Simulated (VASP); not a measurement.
# KTaO3 (P4/mmm) in VASP: further runs, part 2 of 3

VASP 6.6.1. Earlier steps stand in the parts before.

**3. Single point, PBE (volume 13.562 Å^3 an atom, c/a of the conventional cell 0.8864)**

The input, INCAR:

```
PREC = Accurate
ENCUT = 520
EDIFF = 1E-6
ISMEAR = 0
SIGMA = 0.05
LREAL = False
LASPH = True
NELM = 60
ALGO = Normal
ISIF = 2
LWAVE = False
LCHARG = False
GGA = PE
NBANDS = 27
```

The input, KPOINTS:

```
Automatic mesh
0
Gamma
  8 8 8
```

The input, POSCAR:

```
KTaO3
1.0
    4.2451007215      0.0000000000      0.0000000000
    0.0000000000      4.2451007215      0.0000000000
    0.0000000000      0.0000000000      3.7628572795
K Ta O
1 1 3
Direct
    0.5000000000      0.5000000000      0.5000000000
    0.0000000000      0.0000000000      0.0000000000
    0.5000000000      0.0000000000      0.0000000000
    0.0000000000      0.5000000000      0.0000000000
    0.0000000000      0.0000000000      0.5000000000
```

Potentials or basis: VASP PAW PBE potentials, release 64 (K_sv, Ta_pv, O).

Launch:

```bash
$ cat potpaw_PBE.64/K_sv/POTCAR potpaw_PBE.64/Ta_pv/POTCAR potpaw_PBE.64/O/POTCAR > POTCAR
$ mpirun -np 1 vasp_std > vasp.out
```

OUTCAR:

```text
PREC = Accurate
   ENCUT = 520
   EDIFF = 1E-6
   ISMEAR = 0
   LREAL = False
   LASPH = True
   NELM = 60
   ISIF = 2
   GGA = PE

 ion  position               nearest neighbor table
   1  0.500  0.500  0.500-   3 2.84   4 2.84   3 2.84   4 2.84   3 2.84   3 2.84   4 2.84   4 2.84
                             2 3.54   2 3.54   2 3.54   2 3.54   2 3.54   2 3.54   2 3.54   2 3.54
   2  0.000  0.000  0.000-   5 1.88   5 1.88   3 2.12   4 2.12   4 2.12   3 2.12   1 3.54   1 3.54
                             1 3.54   1 3.54   1 3.54   1 3.54   1 3.54   1 3.54
   3  0.500  0.000  0.000-   2 2.12   2 2.12   1 2.84   1 2.84   1 2.84   1 2.84
   4  0.000  0.500  0.000-   2 2.12   2 2.12   1 2.84   1 2.84   1 2.84   1 2.84
   5  0.000  0.000  0.500-   2 1.88   2 1.88

  LATTYP: Found a simple tetragonal cell.
 ALAT       =     4.2451007215
 C/A-ratio  =     0.8864000000

  Lattice vectors:

 A1 = (   4.2451007215,   0.0000000000,   0.0000000000)
 A2 = (   0.0000000000,   4.2451007215,   0.0000000000)
 A3 = (   0.0000000000,   0.0000000000,   3.7628572795)

Analysis of symmetry for initial positions (statically):
=====================================================================
 Subroutine PRICEL returns:
 Original cell was already a primitive cell.

 Routine SETGRP: Setting up the symmetry group for a
 simple tetragonal supercell.

 Subroutine GETGRP returns: Found 16 space group operations
 (whereof 16 operations were pure point group operations)
 out of a pool of 16 trial point group operations.

The static configuration has the point symmetry D_4h.

Analysis of symmetry for dynamics (positions and initial velocities):
=====================================================================
 Subroutine PRICEL returns:
 Original cell was already a primitive cell.

 Routine SETGRP: Setting up the symmetry group for a
 simple tetragonal supercell.

 Subroutine GETGRP returns: Found 16 space group operations
 (whereof 16 operations were pure point group operations)
 out of a pool of 16 trial point group operations.

The dynamic configuration has the point symmetry D_4h.

 Subroutine INISYM returns: Found 16 space group operations
 (whereof 16 operations are pure point group operations),
 and found     1 'primitive' translations

----------------------------------------------------------------------------------------

                                     Primitive cell

  volume of cell :      67.8100

  direct lattice vectors                    reciprocal lattice vectors
     4.245100722  0.000000000  0.000000000     0.235565671  0.000000000  0.000000000
     0.000000000  4.245100722  0.000000000     0.000000000  0.235565671  0.000000000
     0.000000000  0.000000000  3.762857279     0.000000000  0.000000000  0.265755495

  length of vectors
     4.245100722  4.245100722  3.762857279     0.235565671  0.235565671  0.265755495

  position of ions in fractional coordinates (direct lattice)
     0.500000000  0.500000000  0.500000000
     0.000000000  0.000000000  0.000000000
     0.500000000  0.000000000  0.000000000
     0.000000000  0.500000000  0.000000000
     0.000000000  0.000000000  0.500000000

  ion indices of the primitive-cell ions
   primitive index   ion index
                 1           1
                 2           2
                 3           3
[... 31 lines left out ...]
  0.000000  0.000000  0.000000      1.000000
  0.125000  0.000000  0.000000      4.000000
  0.250000  0.000000  0.000000      4.000000
  0.375000  0.000000  0.000000      4.000000
  0.500000  0.000000  0.000000      2.000000
  0.125000  0.125000  0.000000      4.000000
[... 16 lines left out ...]
  0.375000  0.125000  0.125000     16.000000
  0.500000  0.125000  0.125000      8.000000
 [... further k-points ...]
   k-points           NKPTS =     75   k-points in BZ     NKDIM =     75   number of bands    NBANDS=     27
   number of dos      NEDOS =    301   number of ions     NIONS =      5
   total plane-waves  NPLWV =  28672
   dimension x,y,z NGX =    32 NGY =   32 NGZ =   28
   dimension x,y,z NGXF=    64 NGYF=   64 NGZF=   56
   ions per type =               1   1   3
   NGX,Y,Z   is equivalent  to a cutoff of  12.53, 12.53, 12.37 a.u.
   NGXF,Y,Z  is equivalent  to a cutoff of  25.06, 25.06, 24.74 a.u.
 SYSTEM =  unknown system
   PREC   = accura    normal or accurate (medium, high low for compatibility)
   ISTART =      0    job   : 0-new  1-cont  2-samecut
   ICHARG =      2    charge: 1-file 2-atom 10-const
   ISPIN  =      1    spin polarized calculation?
   LNONCOLLINEAR =      F non collinear calculations
   LSORBIT =      F    spin-orbit coupling
   LASPH  =      T    aspherical Exc in radial PAW
   ENCUT  =  520.0 eV  38.22 Ry    6.18 a.u.   7.89  7.89  7.00*2*pi/ulx,y,z
   NELM   =     60;   NELMIN=  2; NELMDL= -5     # of ELM steps
   EDIFF  = 0.1E-05   stopping-criterion for ELM
   LREAL  =      F    real-space projection
   EDIFFG = 0.1E-04   stopping-criterion for IOM
   NSW    =      0    number of steps for IOM
   IBRION =     -1    ionic relax: 0-MD 1-quasi-New 2-CG
   NFREE  =      0    steps in history (QN), initial steepest desc. (CG)
   ISIF   =      2    stress and relaxation
   ISYM   =      2    0-nonsym 1-usesym 2-fastsym
   POTIM  = 0.5000    time-step for ionic-motion
   TEBEG  =    0.0;   TEEND  =   0.0 temperature during run
   PSTRESS=    0.0 pullay stress
   NELECT =      38.0000    total number of electrons
   NUPDOWN=      -1.0000    fix difference up-down
   EMIN   =  10.00;   EMAX   =-10.00  energy-range for DOS
   EFERMI =   0.00;   METHOD = LEGACY
   ISMEAR =     0;   SIGMA  =   0.05  broadening in eV -4-tet -1-fermi 0-gaus
   EFERMI_NEDOS =   21; number of points for ismear=-14 and -15
   IALGO  =     38    algorithm
   IMIX   =      4    mixing-type and parameters
     AMIX     =   0.40;   BMIX     =  1.00
     AMIX_MAG =   1.60;   BMIX_MAG =  1.00
  volume/ion in A,a.u.               =      13.56        91.52
  Fermi-wavevector in a.u.,A,eV,Ry     =   1.349703  2.550568 24.785697  1.821697
  Thomas-Fermi vector in A             =   2.477268
   LORBIT       =      0    0 simple, 1 ext, 2 COOP (PROOUT), +10 PAW based schemes
   GGA     = PE    functional components
   LHFCALC =     F    Hartree Fock is set to
   AEXX    =    0.0000 exact exchange contribution
   IVDW    =     0    specifies the selected vdW correction
   LEPSILON=     F    determine dielectric tensor
   LRPA    =     F    only Hartree local field effects (RPA)
 non-spin polarized calculation
 Gauss-broadening in eV      SIGMA  =   0.05
  energy-cutoff  :      520.00
  volume of cell :       67.81
 maximum number of plane-waves:      1852
 NGX is ok and might be reduce to    32
   NGX = 15   NGY = 15   NGZ = 13

 number of electron      37.9999978 magnetization

 Free energy of the ion-electron system (eV)
  ---------------------------------------------------
  ext. energy  EPLUGINS =         0.00000000
  ---------------------------------------------------
  free energy    TOTEN  =       -40.33068722 eV

  energy without entropy =      -40.33068722  energy(sigma->0) =      -40.33068722

 E-fermi :   1.7443     XC(G=0): -10.5267

 val. band max:        1.4661467877   @ k =   0.5000   0.5000   0.5000
 cond. band min:       3.2534826660   @ k =   0.0000   0.0000   0.0000
 fundamental gap:      1.7873358784
 Fermi energy:         1.7443345218

 k-point     1 :       0.0000    0.0000    0.0000
  band No.  band energies     occupation
      1     -33.2222      2.00000
      2     -33.0231      2.00000
      3     -33.0231      2.00000
      4     -25.9872      2.00000
      5     -16.8848      2.00000
      6     -15.0921      2.00000
[... 709 lines left out ...]
     26      11.0159      0.00000
     27      11.2287      0.00000

 [... further k-points ...]

------------------------ aborting loop because EDIFF is reached ----------------------------------------

  FORCE on cell =-STRESS in cart. coord.  units (eV):
  Direction    XX          YY          ZZ          XY          YZ          ZX
  --------------------------------------------------------------------------------------
  -------------------------------------------------------------------------------------
  Total       -6.7281389     -6.7281389     11.8248603      0.0000000      0.0000000      0.0000000
  in kB     -158.9687599   -158.9687599    279.3912856      0.0000000      0.0000000      0.0000000
  external PRESSURE =     -12.8487447 kB  Pullay stress =       0.0000000 kB

 VOLUME and BASIS-vectors are now :
 -----------------------------------------------------------------------------
  energy-cutoff  :      520.00
  volume of cell :       67.81
      direct lattice vectors                 reciprocal lattice vectors
     4.245100722  0.000000000  0.000000000     0.235565671  0.000000000  0.000000000
     0.000000000  4.245100722  0.000000000     0.000000000  0.235565671  0.000000000
     0.000000000  0.000000000  3.762857279     0.000000000  0.000000000  0.265755495

 POSITION                                       TOTAL-FORCE (eV/Angst)
 -----------------------------------------------------------------------------------
      2.12255      2.12255      1.88143         0.000000      0.000000      0.000000
      0.00000      0.00000      0.00000         0.000000      0.000000      0.000000
      2.12255      0.00000      0.00000         0.000000      0.000000      0.000000
      0.00000      2.12255      0.00000         0.000000      0.000000      0.000000
      0.00000      0.00000      1.88143         0.000000      0.000000      0.000000
 -----------------------------------------------------------------------------------
    total drift:                                0.000000      0.000000     -0.000000

  FREE ENERGIE OF THE ION-ELECTRON SYSTEM (eV)
  ---------------------------------------------------
  free  energy   TOTEN  =       -40.3306872177 eV

  energy  without entropy=      -40.3306872177  energy(sigma->0) =      -40.33068722
```

Run time: 50 s. Hardware: 1 thread of Intel Xeon 6975P-C (Granite Rapids), shared host; peak memory 0.26 GiB.

What came out:

```
Free energy            : -40.3307 eV
Pressure               : -1.3 GPa
Band gap on the k mesh : 1.79 eV, indirect (least direct gap 2.35 eV)
```

Stress tensor (GPa, compression positive):
```
-15.90   0.00   0.00
  0.00 -15.90   0.00
  0.00   0.00  27.94
```

Caveat: spin-orbit coupling is left out, which moves the levels of the heavy elements. A k mesh can miss the band edges.

(Part 2 of 3 ends here.)
